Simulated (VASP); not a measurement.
# PrBe3Si (I4mm) in VASP: further runs

The runs below take PrBe3Si through single point, relaxation of cell and atoms, with PBE.

Everything below comes from runs of VASP 6.6.1. Logs are shortened: lines on timing, memory, paths and dates and some standing lists are left out, and cuts for length are marked.

### Step 1. The cell of the first run

Symmetry: I4mm, No. 107, tetragonal system. Conventional cell: a = 3.938 Å, b = 3.938 Å, c = 9.460 Å, α = 90.00°, β = 90.00°, γ = 90.00°. Pr (site symmetry 4mm) has 13 Be at 3.02 to 3.56 Å and 5 Si at 3.02 to 3.55 Å and 4 Pr at 3.94 Å within 4.0 Å. Within 3.1 Å of Be (site symmetry 4mm) lie 4 Be at 2.27 Å and 1 Si at 2.36 Å and 4 Pr at 3.02 Å. Within 3.2 Å of Be (site symmetry 2mm) lie 6 Be at 2.27 to 2.78 Å and 2 Si at 2.33 Å and 4 Pr at 3.03 to 3.12 Å. Within 3.1 Å of Si (site symmetry 4mm) lie 5 Be at 2.33 to 2.36 Å and 4 Pr at 3.02 Å.

The cell was generated, and may not be a known phase.

### Step 2. Single point, PBE

INCAR

```
SYSTEM = PrBe3Si
PREC     = Accurate       ! precision mode
ENCUT    = 600            ! plane-wave cutoff, eV
EDIFF    = 1E-6           ! SCF threshold, eV
ISMEAR   = 0              ! smearing method
SIGMA    = 0.1            ! smearing width, eV
LREAL    = .False.        ! projectors in reciprocal space
LASPH    = .True.         ! aspherical terms in the spheres
NELM     = 200            ! most SCF steps
ALGO     = Normal         ! electronic algorithm
ISIF     = 2              ! what is computed and relaxed
LWAVE    = .False.        ! write WAVECAR
LCHARG   = .False.        ! write CHGCAR
GGA      = PE             ! functional
NBANDS   = 18             ! bands
GGA_COMPAT= .False.      
LMAXMIX  = 6              ! l up to which the mixer works
```

KPOINTS

```
regular mesh
0
Gamma
  6 6 6
  0 0 0
```

POSCAR

```
PrBe3Si
1.0
   -1.9690950132      1.9690950132      4.7300143113
    1.9690950132     -1.9690950132      4.7300143113
    1.9690950132      1.9690950132     -4.7300143113
Pr Be Si
1 3 1
Direct
    0.0204649941      0.0204649941      0.0000000000
    0.3963673225      0.3963673225      0.0000000000
    0.2764205653      0.7764205653      0.5000000000
    0.7764205653      0.2764205653      0.5000000000
    0.6453265629      0.6453265629      0.0000000000
```

Potentials or basis: VASP PAW PBE potentials, release 64 (Pr_3, Be, Si), 4f in core.

Started as:

```sh
$ cat potpaw_PBE.64/Pr_3/POTCAR potpaw_PBE.64/Be/POTCAR potpaw_PBE.64/Si/POTCAR > POTCAR
$ mpirun -np 1 vasp_std > vasp.out
```

OUTCAR:

```text
SYSTEM = PrBe3Si
   PREC = Accurate
   ENCUT = 600
   EDIFF = 1E-6
   ISMEAR = 0
   LREAL = .False.
   LASPH = .True.
   NELM = 200
   ISIF = 2
   GGA = PE

 ion  position               nearest neighbor table
   1  0.020  0.020  0.000-   2 3.02   2 3.02   2 3.02   2 3.02   5 3.02   5 3.02   5 3.02   5 3.02
                             4 3.03   3 3.03   3 3.03   4 3.03   3 3.12   4 3.12   4 3.12   3 3.12
   2  0.396  0.396  0.000-   3 2.27   4 2.27   3 2.27   4 2.27   5 2.36   1 3.02   1 3.02   1 3.02
                             1 3.02
   3  0.276  0.776  0.500-   2 2.27   2 2.27   5 2.33   5 2.33   1 3.03   1 3.03   1 3.12   1 3.12

   4  0.776  0.276  0.500-   2 2.27   2 2.27   5 2.33   5 2.33   1 3.03   1 3.03   1 3.12   1 3.12

   5  0.645  0.645  0.000-   3 2.33   4 2.33   3 2.33   4 2.33   2 2.36   1 3.02   1 3.02   1 3.02
                             1 3.02

  LATTYP: Found a body centered tetragonal cell.
 ALAT       =     3.9381900264
 C/A-ratio  =     2.4021259917

  Lattice vectors:

 A1 = (  -1.9690950132,   1.9690950132,   4.7300143113)
 A2 = (   1.9690950132,  -1.9690950132,   4.7300143113)
 A3 = (   1.9690950132,   1.9690950132,  -4.7300143113)

Analysis of symmetry for initial positions (statically):
=====================================================================
 Subroutine PRICEL returns:
 Original cell was already a primitive cell.

 Routine SETGRP: Setting up the symmetry group for a
 body centered tetragonal supercell.

 Subroutine GETGRP returns: Found  8 space group operations
 (whereof  8 operations were pure point group operations)
 out of a pool of 16 trial point group operations.

The static configuration has the point symmetry C_4v.

Analysis of symmetry for dynamics (positions and initial velocities):
=====================================================================
 Subroutine PRICEL returns:
 Original cell was already a primitive cell.

 Routine SETGRP: Setting up the symmetry group for a
 body centered tetragonal supercell.

 Subroutine GETGRP returns: Found  8 space group operations
 (whereof  8 operations were pure point group operations)
 out of a pool of 16 trial point group operations.

The dynamic configuration has the point symmetry C_4v.

 Subroutine INISYM returns: Found  8 space group operations
 (whereof  8 operations are pure point group operations),
 and found     1 'primitive' translations

----------------------------------------------------------------------------------------

                                     Primitive cell

  volume of cell :      73.3594

  direct lattice vectors                    reciprocal lattice vectors
    -1.969095013  1.969095013  4.730014311     0.000000000  0.253923755  0.105707925
     1.969095013 -1.969095013  4.730014311     0.253923755  0.000000000  0.105707925
     1.969095013  1.969095013 -4.730014311     0.253923755  0.253923755  0.000000000

  length of vectors
     5.488871079  5.488871079  5.488871079     0.275048067  0.275048067  0.359102418

  position of ions in fractional coordinates (direct lattice)
     0.020464994  0.020464994  0.000000000
     0.396367322  0.396367322  0.000000000
     0.276420565  0.776420565  0.500000000
     0.776420565  0.276420565  0.500000000
     0.645326563  0.645326563  0.000000000

  ion indices of the primitive-cell ions
   primitive index   ion index
                 1           1
                 2           2
                 3           3
                 4           4
                 5           5

----------------------------------------------------------------------------------------

 KPOINTS: regular mesh

Automatic generation of k-mesh.
 Grid dimensions read from file:
 generate k-points for:    6    6    6

 Generating k-lattice:

  Cartesian coordinates                     Fractional coordinates (reciprocal lattice)
     0.000000000  0.042320626  0.017617988     0.166666667 -0.000000000  0.000000000
     0.042320626  0.000000000  0.017617988    -0.000000000  0.166666667  0.000000000
     0.042320626  0.042320626  0.000000000     0.000000000  0.000000000  0.166666667

  Length of vectors
     0.045841344  0.045841344  0.059850403

  Shift w.r.t. Gamma in fractional coordinates (k-lattice)
     0.000000000  0.000000000  0.000000000

 Subroutine IBZKPT returns following result:
 ===========================================

 Found     30 irreducible k-points:

 Following reciprocal coordinates:
            Coordinates               Weight
  0.000000  0.000000  0.000000      1.000000
  0.166667 -0.000000  0.000000      8.000000
  0.333333 -0.000000  0.000000      8.000000
  0.500000 -0.000000  0.000000      4.000000
  0.166667  0.166667  0.000000      8.000000
  0.333333  0.166667  0.000000     16.000000
[... 16 lines left out ...]
 -0.333333 -0.333333  0.166667      8.000000
 -0.166667 -0.333333  0.166667      8.000000
 [... further k-points ...]
   k-points           NKPTS =     30   k-points in BZ     NKDIM =     30   number of bands    NBANDS=     18
   number of dos      NEDOS =    301   number of ions     NIONS =      5
   total plane-waves  NPLWV = 110592
   dimension x,y,z NGX =    48 NGY =   48 NGZ =   48
   dimension x,y,z NGXF=    96 NGYF=   96 NGZF=   96
   ions per type =               1   3   1
   NGX,Y,Z   is equivalent  to a cutoff of  14.54, 14.54, 14.54 a.u.
   NGXF,Y,Z  is equivalent  to a cutoff of  29.08, 29.08, 29.08 a.u.
 SYSTEM =  PrBe3Si
   PREC   = accura    normal or accurate (medium, high low for compatibility)
   ISTART =      0    job   : 0-new  1-cont  2-samecut
   ICHARG =      2    charge: 1-file 2-atom 10-const
   ISPIN  =      1    spin polarized calculation?
   LNONCOLLINEAR =      F non collinear calculations
   LSORBIT =      F    spin-orbit coupling
   LASPH  =      T    aspherical Exc in radial PAW
   ENCUT  =  600.0 eV  44.10 Ry    6.64 a.u.  10.96 10.96 10.96*2*pi/ulx,y,z
   NELM   =    200;   NELMIN=  2; NELMDL= -5     # of ELM steps
   EDIFF  = 0.1E-05   stopping-criterion for ELM
   LREAL  =      F    real-space projection
   EDIFFG = 0.1E-04   stopping-criterion for IOM
   NSW    =      0    number of steps for IOM
   IBRION =     -1    ionic relax: 0-MD 1-quasi-New 2-CG
   NFREE  =      0    steps in history (QN), initial steepest desc. (CG)
   ISIF   =      2    stress and relaxation
   ISYM   =      2    0-nonsym 1-usesym 2-fastsym
   POTIM  = 0.5000    time-step for ionic-motion
   TEBEG  =    0.0;   TEEND  =   0.0 temperature during run
   PSTRESS=    0.0 pullay stress
   NELECT =      21.0000    total number of electrons
   NUPDOWN=      -1.0000    fix difference up-down
   EMIN   =  10.00;   EMAX   =-10.00  energy-range for DOS
   EFERMI =   0.00;   METHOD = LEGACY
   ISMEAR =     0;   SIGMA  =   0.10  broadening in eV -4-tet -1-fermi 0-gaus
   EFERMI_NEDOS =   21; number of points for ismear=-14 and -15
   IALGO  =     38    algorithm
   IMIX   =      4    mixing-type and parameters
     AMIX     =   0.40;   BMIX     =  1.00
     AMIX_MAG =   1.60;   BMIX_MAG =  1.00
  volume/ion in A,a.u.               =      14.67        99.01
  Fermi-wavevector in a.u.,A,eV,Ry     =   1.078937  2.038895 15.838604  1.164105
  Thomas-Fermi vector in A             =   2.214889
   LORBIT       =      0    0 simple, 1 ext, 2 COOP (PROOUT), +10 PAW based schemes
   GGA     = PE    functional components
   LHFCALC =     F    Hartree Fock is set to
   AEXX    =    0.0000 exact exchange contribution
   IVDW    =     0    specifies the selected vdW correction
   LEPSILON=     F    determine dielectric tensor
   LRPA    =     F    only Hartree local field effects (RPA)
 non-spin polarized calculation
 Gauss-broadening in eV      SIGMA  =   0.10
  energy-cutoff  :      600.00
  volume of cell :       73.36
 maximum number of plane-waves:      2464
 NGX is ok and might be reduce to    48
   NGX = 21   NGY = 21   NGZ = 21

 number of electron      21.0000000 magnetization

 Free energy of the ion-electron system (eV)
  ---------------------------------------------------
  ext. energy  EPLUGINS =         0.00000000
  ---------------------------------------------------
  free energy    TOTEN  =       -22.64712459 eV

  energy without entropy =      -22.63935804  energy(sigma->0) =      -22.64324131

 E-fermi :   5.3465     XC(G=0): -10.3825

 val. band max:        5.3140669860   @ k =   0.3333  -0.0000   0.0000
 cond. band min:       5.3808606047   @ k =   0.5000   0.5000   0.3333
 fundamental gap:      0.0667936187
 Fermi energy:         5.3464965090

 k-point     1 :       0.0000    0.0000    0.0000
  band No.  band energies     occupation
      1     -29.9783      2.00000
      2     -12.1922      2.00000
      3     -11.8956      2.00000
      4     -11.8956      2.00000
      5      -4.2322      2.00000
      6       1.1000      2.00000
[... 10 lines left out ...]
     17      11.2778      0.00000
     18      11.2778      0.00000

 k-point     2 :       0.1667   -0.0000    0.0000
  band No.  band energies     occupation
      1     -29.9717      2.00000
      2     -12.1850      2.00000
      3     -12.0274      2.00000
      4     -11.8828      2.00000
      5      -3.9288      2.00000
      6       0.8843      2.00000
[... 10 lines left out ...]
     17      10.7583      0.00000
     18      11.4327      0.00000

 k-point     3 :       0.3333   -0.0000    0.0000
  band No.  band energies     occupation
      1     -29.9584      2.00000
      2     -12.2818      2.00000
      3     -12.1628      2.00000
      4     -11.8568      2.00000
      5      -3.2228      2.00000
      6       0.0768      2.00000
[... 10 lines left out ...]
     17      10.9255      0.00000
     18      11.3869      0.00000

 k-point     4 :       0.5000   -0.0000    0.0000
  band No.  band energies     occupation
      1     -29.9517      2.00000
      2     -12.3976      2.00000
      3     -12.1556      2.00000
      4     -11.8438      2.00000
      5      -2.7642      2.00000
      6      -0.3768      2.00000
[... 375 lines left out ...]
      4     -11.8592      2.00000
      5      -3.0033      2.00000
      6       0.0283      2.00000
[... 10 lines left out ...]
     17       9.7569      0.00000
     18      11.7644      0.00000

 k-point    23 :      -0.3333   -0.3333    0.1667
  band No.  band energies     occupation
      1     -29.9646      2.00000
      2     -12.2193      2.00000
      3     -12.0259      2.00000
      4     -12.0014      2.00000
      5      -3.2942      2.00000
      6      -0.0548      2.00000
[... 10 lines left out ...]
     17      10.6090      0.00000
     18      10.6727      0.00000

 k-point    24 :      -0.1667   -0.3333    0.1667
  band No.  band energies     occupation
      1     -29.9713      2.00000
      2     -12.2203      2.00000
      3     -12.0297      2.00000
      4     -11.8864      2.00000
      5      -3.6537      2.00000
      6       0.0986      2.00000
[... 10 lines left out ...]
     17       9.9335      0.00000
     18      10.6572      0.00000

 [... further k-points ...]
[... 5 lines left out ...]
  --------------------------------------------------------------------------------------
  -------------------------------------------------------------------------------------
  Total        0.1875356      0.1875356      0.1375978      0.0000000     -0.0000000     -0.0000000
  in kB        4.0957975      4.0957975      3.0051511      0.0000000     -0.0000000     -0.0000000
  external PRESSURE =       3.7322487 kB  Pullay stress =       0.0000000 kB

 VOLUME and BASIS-vectors are now :
 -----------------------------------------------------------------------------
  energy-cutoff  :      600.00
  volume of cell :       73.36
      direct lattice vectors                 reciprocal lattice vectors
    -1.969095013  1.969095013  4.730014311     0.000000000  0.253923755  0.105707925
     1.969095013 -1.969095013  4.730014311     0.253923755  0.000000000  0.105707925
     1.969095013  1.969095013 -4.730014311     0.253923755  0.253923755  0.000000000

 POSITION                                       TOTAL-FORCE (eV/Angst)
 -----------------------------------------------------------------------------------
      0.00000      0.00000      0.19360        -0.000000     -0.000000      0.038063
      0.00000      0.00000      3.74965         0.000000      0.000000     -0.024771
      1.96910      0.00000      2.61495        -0.000000     -0.000000      0.007248
      0.00000      1.96910      2.61495        -0.000000     -0.000000      0.007248
      0.00000      0.00000      6.10481         0.000000      0.000000     -0.027787
 -----------------------------------------------------------------------------------
    total drift:                               -0.000000     -0.000000      0.000102

  FREE ENERGIE OF THE ION-ELECTRON SYSTEM (eV)
  ---------------------------------------------------
  free  energy   TOTEN  =       -22.6471245874 eV

  energy  without entropy=      -22.6393580407  energy(sigma->0) =      -22.64324131
```

Wall time 94 s (1 thread of Intel Xeon Platinum 8488C (Sapphire Rapids), shared host); peak memory 0.34 GiB.

Results:

| Property | Result |
| --- | --- |
| Free energy | -22.6471 eV |
| Pressure | 0.4 GPa |
| Largest force | 0.038 eV/Å |
| Band gap on the k mesh | zero (an odd number of electrons rules out a gap without spin polarisation) |

Forces in eV/Å, atoms in the order of the input:
```
Pr   0.000  0.000  0.038
Be   0.000  0.000 -0.025
Be   0.000  0.000  0.007
Be   0.000  0.000  0.007
Si   0.000  0.000 -0.028
```

Levels at points of the mesh, in eV from the Fermi level:
```
           k point  band 8  band 9  band 10  band 11  band 12  band 13  band 14  band 15
(0.00, 0.00, 0.00)   -2.36   -2.36    -0.97     1.59     1.59     2.20     2.90     3.39
(0.50, 0.00, 0.00)   -3.14   -1.74     0.04     0.60     0.65     1.64     2.88     4.17
(0.50, 0.50, 0.00)   -3.81   -3.05    -1.75    -0.97     3.34     4.37     4.50     5.70
(0.50, 0.50, 0.50)   -1.82   -1.20     0.34     1.16     1.58     1.58     3.47     3.60
```

Caveat: spin-orbit coupling is left out, which moves the levels of the heavy elements; the 4f electrons are frozen in the core, so they carry no moment and show no levels. Spin polarisation is off, so any magnetic state and its effect on volume and gap are missing.

[end of part 1 of 2]

The gap in the log of VASP goes by the Fermi energy; the results here count the filled bands.